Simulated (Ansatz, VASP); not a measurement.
## Au: VASP beside Ansatz

```
Au
1.0
     0.00000    2.04000    2.04000
     2.04000    0.00000    2.04000
     2.04000    2.04000    0.00000
Au
1
Direct
  0.00000 0.00000 0.00000
```

Alike in both runs: task single point; functional r2SCAN; k mesh 10 × 10 × 10; occupations gaussian, width 0.05 eV; non-collinear spin, spin-orbit coupling.

```csv
,VASP,Ansatz
version,VASP 6.6.1,Ansatz 0.2.0
potentials or method,"VASP PAW PBE potentials, release 64 (Au), cutoff 520 eV","plane waves, PAW"
valence electrons in the cell,11,19
```

Ansatz gave:

| Quantity | Value |
| --- | --- |
| pressure (GPa) | 4.4 |
| net moment per atom (μB) | 0.00 |

Task: Which values does VASP return?

Result: Pressure (GPa): 5.2; net moment per atom (μB): 0.00.

VASP's potentials were made for PBE, not for r2SCAN. VASP's potentials hold 11 valence electrons a cell and Ansatz's 19, so a difference there can come from the potentials and not from the codes.
